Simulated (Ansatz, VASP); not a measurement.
# ScAl3 in VASP and in Ansatz

```
Sc Al
1.0
     4.08781    0.00000    0.00000
     0.00000    4.08781    0.00000
     0.00000    0.00000    4.08781
Sc Al
1 3
Direct
  0.00000 0.00000 0.00000
  0.50000 0.50000 0.00000
  0.00000 0.50000 0.50000
  0.50000 0.00000 0.50000
```

Alike in both runs: task relaxation of cell and atoms; functional revPBE; dispersion D4; k mesh 7 × 7 × 7; occupations fermi-dirac, width 0.05 eV; no spin polarisation.

|  | VASP | Ansatz |
| --- | --- | --- |
| version | VASP 6.6.1 | Ansatz 0.2.0 |
| potentials or method | VASP PAW PBE potentials, release 64 (Sc_sv, Al) | Ansatz PAW |
| plane-wave cutoff (eV) | 600 | 420 |
| valence electrons in the cell | 20 | 20 |

```csv
,VASP,Ansatz,Ansatz less VASP
relaxed volume (Å³/atom),16.61,16.62,+0.006
relaxed cell length with the largest relative difference (Å),4.051,4.051,+0.0005
```

VASP's potentials were made for PBE, not for revPBE.

Noted on Ansatz's run: the plane-wave basis is chosen anew once the cell has moved, so the energies of steps on either side of that aren't comparable.
